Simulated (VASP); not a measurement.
# W (Fm-3m) in VASP: notebook, part 2 of 2

VASP 6.6.1. The steps go on from the part before.

### Step 5. Single point, LDA

This run uses another cell than the first one, of 17.40 Å³/atom, 1.130 times its volume.

INCAR reads:

```
PREC = Accurate
ENCUT = 520
EDIFF = 1E-6
ISMEAR = -1
SIGMA = 0.1
LREAL = False
LASPH = True
NELM = 80
ALGO = Normal
ISIF = 2
LWAVE = False
LCHARG = True
LELF = True
LVHAR = True
NBANDS = 13
```

KPOINTS reads:

```
regular mesh
0
Gamma
  12 12 12
```

POSCAR reads:

```
W
1.0
    0.0000000000      2.0567135898      2.0567135898
    2.0567135898      0.0000000000      2.0567135898
    2.0567135898      2.0567135898      0.0000000000
W
1
Direct
    0.0000000000      0.0000000000      0.0000000000
```

Potentials or basis: VASP PAW LDA potentials, release 64 (W_sv).

Launch:

```sh
> cat potpaw_LDA.64/W_sv/POTCAR > POTCAR
> mpirun -np 1 vasp_std > vasp.out
```

OUTCAR:

```text
PREC = Accurate
   ENCUT = 520
   EDIFF = 1E-6
   ISMEAR = -1
   LREAL = False
   LASPH = True
   NELM = 80
   ISIF = 2

 ion  position               nearest neighbor table
   1  0.000  0.000  0.000-

  LATTYP: Found a face centered cubic cell.
 ALAT       =     4.1134271796

  Lattice vectors:

 A1 = (   0.0000000000,   2.0567135898,   2.0567135898)
 A2 = (   2.0567135898,   0.0000000000,   2.0567135898)
 A3 = (   2.0567135898,   2.0567135898,   0.0000000000)

Analysis of symmetry for initial positions (statically):
=====================================================================
 Subroutine PRICEL returns:
 Original cell was already a primitive cell.

 Routine SETGRP: Setting up the symmetry group for a
 face centered cubic supercell.

 Subroutine GETGRP returns: Found 48 space group operations
 (whereof 48 operations were pure point group operations)
 out of a pool of 48 trial point group operations.

The static configuration has the point symmetry O_h .

Analysis of symmetry for dynamics (positions and initial velocities):
=====================================================================
 Subroutine PRICEL returns:
 Original cell was already a primitive cell.

 Routine SETGRP: Setting up the symmetry group for a
 face centered cubic supercell.

 Subroutine GETGRP returns: Found 48 space group operations
 (whereof 48 operations were pure point group operations)
 out of a pool of 48 trial point group operations.

The dynamic configuration has the point symmetry O_h .

 Subroutine INISYM returns: Found 48 space group operations
 (whereof 48 operations are pure point group operations),
 and found     1 'primitive' translations

----------------------------------------------------------------------------------------

                                     Primitive cell

  volume of cell :      17.4001

  direct lattice vectors                    reciprocal lattice vectors
     0.000000000  2.056713590  2.056713590    -0.243106285  0.243106285  0.243106285
[... 112 lines left out ...]
   IVDW    =     0    specifies the selected vdW correction
   LEPSILON=     F    determine dielectric tensor
   LRPA    =     F    only Hartree local field effects (RPA)
 non-spin polarized calculation
  energy-cutoff  :      520.00
  volume of cell :       17.40
 maximum number of plane-waves:       487
 NGX is ok and might be reduce to    24
   NGX = 11   NGY = 11   NGZ = 11

 number of electron      13.9999999 magnetization

 Free energy of the ion-electron system (eV)
  ---------------------------------------------------
  ext. energy  EPLUGINS =         0.00000000
  ---------------------------------------------------
  free energy    TOTEN  =       -13.49485992 eV

  energy without entropy =      -13.45092253  energy(sigma->0) =      -13.47289122

 E-fermi :   9.5911     XC(G=0): -13.3028

 val. band max:        9.5804736273   @ k =  -0.4167   0.0833   0.0000
 cond. band min:       9.5956824961   @ k =   0.5000   0.1667   0.0833
 fundamental gap:      0.0152088688
 Fermi energy:         9.5910968001

 k-point     1 :       0.0000    0.0000    0.0000
  band No.  band energies     occupation
      1     -63.7657      2.00000
      2     -27.7118      2.00000
      3     -27.7118      2.00000
      4     -27.7118      2.00000
      5       0.9608      2.00000
      6       9.0458      1.99147
      7       9.0458      1.99147
      8       9.0458      1.99147
      9      11.8821      0.00000
     10      11.8821      0.00000
     11      22.3586      0.00000
     12      27.2248      0.00000
     13      27.2248      0.00000
[... 354 lines left out ...]
  band No.  band energies     occupation
      1     -63.6736      2.00000
      2     -28.5808      2.00000
      3     -28.0184      2.00000
      4     -27.8775      2.00000
      5       5.2354      2.00000
      6       7.7747      2.00000
      7       9.1364      1.97902
      8       9.6522      0.70363
      9      13.6381      0.00000
     10      15.8877      0.00000
     11      18.6636      0.00000
     12      24.0380      0.00000
     13      26.4030      0.00000

 [... further k-points ...]

------------------------ aborting loop because EDIFF is reached ----------------------------------------

  FORCE on cell =-STRESS in cart. coord.  units (eV):
  Direction    XX          YY          ZZ          XY          YZ          ZX
  --------------------------------------------------------------------------------------
  -------------------------------------------------------------------------------------
  Total       -2.7478106     -2.7478106     -2.7478106     -0.0000000      0.0000000     -0.0000000
  in kB     -253.0148017   -253.0148017   -253.0148017     -0.0000000      0.0000000     -0.0000000
  external PRESSURE =    -253.0148017 kB  Pullay stress =       0.0000000 kB

 VOLUME and BASIS-vectors are now :
 -----------------------------------------------------------------------------
  energy-cutoff  :      520.00
  volume of cell :       17.40
      direct lattice vectors                 reciprocal lattice vectors
     0.000000000  2.056713590  2.056713590    -0.243106285  0.243106285  0.243106285
     2.056713590  0.000000000  2.056713590     0.243106285 -0.243106285  0.243106285
     2.056713590  2.056713590  0.000000000     0.243106285  0.243106285 -0.243106285

 POSITION                                       TOTAL-FORCE (eV/Angst)
 -----------------------------------------------------------------------------------
      0.00000      0.00000      0.00000         0.000000     -0.000000     -0.000000
 -----------------------------------------------------------------------------------
    total drift:                                0.000000      0.000000     -0.000000

  FREE ENERGIE OF THE ION-ELECTRON SYSTEM (eV)
  ---------------------------------------------------
  free  energy   TOTEN  =       -13.4948599202 eV

  energy  without entropy=      -13.4509225269  energy(sigma->0) =      -13.47289122
```

stdout:

```text
POSCAR found type information on POSCAR W
 POSCAR found :  1 types and       1 ions
 scaLAPACK will be used
 LDA part: xc-table for (Slater(with rela. corr.)+CA(PZ))
 , standard interpolation
 POSCAR, INCAR and KPOINTS ok, starting setup
 FFT: planning ... GRIDC
 FFT: planning ... GRID_SOFT
 FFT: planning ... GRID
 WAVECAR not read
 entering main loop
```

Wall time 33 s (1 thread of AMD EPYC 7R43 (Zen 3), shared host); peak memory 0.1 GiB.

What came out:

| Property | Result |
| --- | --- |
| Free energy | -13.4949 eV |
| Pressure | -25.3 GPa |
| Band gap on the k mesh | zero (band 7 reaches 12.45 eV, above the bottom of band 8 at 9.05 eV) |

Levels at points of the mesh, in eV from the Fermi level:
```csv
k point,band 5,band 6,band 7,band 8,band 9,band 10
"(0.00, 0.00, 0.00)",-8.63,-0.55,-0.55,-0.55,2.29,2.29
"(0.50, 0.00, 0.00)",-5.29,-0.75,-0.75,0.60,4.58,4.58
"(0.50, 0.50, 0.00)",-5.11,-4.19,2.86,4.52,5.26,5.26
```

Caveat: spin-orbit coupling is left out, which moves the levels of the heavy elements.

### Step 6. Single point, LDA

This run uses another cell than the first one, of 18.07 Å³/atom, 1.174 times its volume.

INCAR reads:

```
SYSTEM = W
ALGO = Normal
EDIFF = 1E-7
ENCUT = 520
ISIF = 2
ISMEAR = -1
LASPH = .True.
LCHARG = .True.
LELF = .True.
LREAL = .False.
LVHAR = .True.
LWAVE = .False.
NBANDS = 13
NELM = 80
PREC = Accurate
SIGMA = 0.1
```

KPOINTS reads:

```
k-points
0
Gamma
  12 12 12
  0 0 0
```

POSCAR reads:

```
W
1.0
    0.0000000000      2.0827507031      2.0827507031
    2.0827507031      0.0000000000      2.0827507031
    2.0827507031      2.0827507031      0.0000000000
W
1
Direct
    0.0000000000      0.0000000000      0.0000000000
```

Potentials or basis: VASP PAW LDA potentials, release 64 (W_sv).

Launch:

```sh
> cat potpaw_LDA.64/W_sv/POTCAR > POTCAR
> mpirun -np 1 vasp_std > vasp.out
```

It took 32 s on 1 thread of AMD EPYC 7R43 (Zen 3), shared host; peak memory 0.1 GiB.

It converged, with:

| Quantity | Value |
| --- | --- |
| Free energy | -13.3746 eV |
| Pressure | -32.2 GPa |
| Band gap on the k mesh | zero (band 7 reaches 11.78 eV, above the bottom of band 8 at 8.59 eV) |

Levels at points of the mesh, in eV from the Fermi level:
```
           k point  band 5  band 6  band 7  band 8  band 9  band 10
(0.00, 0.00, 0.00)   -8.43   -0.51   -0.51   -0.51    2.17     2.17
(0.50, 0.00, 0.00)   -5.11   -0.70   -0.70    0.52    4.34     4.34
(0.50, 0.50, 0.00)   -4.87   -3.98    2.68    4.28    4.97     4.97
```

Caveat: spin-orbit coupling is left out, which moves the levels of the heavy elements.

### Step 7. The runs side by side

```tsv
cell	gap on the mesh (eV)	pressure (GPa)
a = 2.792 Å, angles 60.0°, 1 atom	none	7.6
a = 2.832 Å, angles 60.0°, 1 atom	none	-5.9
a = 2.871 Å, angles 60.0°, 1 atom	none	-16.7
a = 2.909 Å, angles 60.0°, 1 atom	none	-25.3
a = 2.945 Å, angles 60.0°, 1 atom	none	-32.2
```

Alike in all rows: task single point; level LDA; potentials or basis VASP PAW LDA potentials, release 64 (W_sv); no spin polarisation; k mesh 12 × 12 × 12; cutoff (eV) 520; smearing fermi-dirac 0.1 eV.

Caveats: spin-orbit coupling is left out, which moves the levels of the heavy elements.

Absolute energies hang on the potentials; compare differences alone.
